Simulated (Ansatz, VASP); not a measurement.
# Two plane-wave programs on Cu

Contents of INCAR:

```
SYSTEM = Cu
ALGO = Normal ; EDIFF = 1E-6
ENCUT = 600 ; GGA = PS
GGA_COMPAT = .FALSE. ; ISIF = 2
ISMEAR = 0 ; LASPH = .TRUE.
LCHARG = .FALSE. ; LREAL = .FALSE.
LWAVE = .FALSE. ; NBANDS = 12
NELM = 120 ; PREC = Accurate
SIGMA = 0.1
```

KPOINTS

```
k-points
0
G
  8 8 8
  0 0 0
```

File POSCAR:

```
Cu
1.0
   -1.3929037155      1.3929037155      1.3929037155
    1.3929037155     -1.3929037155      1.3929037155
    1.3929037155      1.3929037155     -1.3929037155
Cu
1
Direct
    0.0000000000      0.0000000000      0.0000000000
```

Input for Ansatz:

```yaml
crystal:
  lattice:
    - [-1.3929037155, 1.3929037155, 1.3929037155]
    - [1.3929037155, -1.3929037155, 1.3929037155]
    - [1.3929037155, 1.3929037155, -1.3929037155]
  atoms:
    - { symbol: Cu, position: [0.0, 0.0, 0.0] }
basis:
  ecutwfc: 420
kpoints:
  mp_grid: { grid: [8, 8, 8] }
hamiltonian:
  xc: pbesol
scf:
  occupations: { method: gaussian, width: 0.1 }
output:
  forces: true
  stress: true
  eigenvalues: true
```

Alike in both runs: task single point; functional PBEsol; k mesh 8 × 8 × 8; occupations gaussian, width 0.1 eV; no spin polarisation.

|  | VASP | Ansatz |
| --- | --- | --- |
| version | VASP 6.6.1 | Ansatz 0.2.0 |
| potentials or method | VASP PAW PBE potentials, release 64 (Cu), cutoff 600 eV | scalar-relativistic, plane waves, PAW |
| valence electrons in the cell | 11 | 19 |

|  | VASP | Ansatz | Ansatz less VASP |
| --- | --- | --- | --- |
| gap on the k mesh at the Fermi level (eV) | none | none | - |
| pressure (GPa) | 10.2 | 9.3 | -0.88 |

VASP's potentials were made for PBE, not for PBEsol. A gap of «none» marks a metal or a gap that the smearing closes. With one functional, cell and mesh, what is left measures potentials, basis and numerics. VASP's potentials hold 11 valence electrons a cell and Ansatz's 19, so a difference there can come from the potentials and not from the codes.

The k mesh is coarse, so the values compare programs but aren't converged.
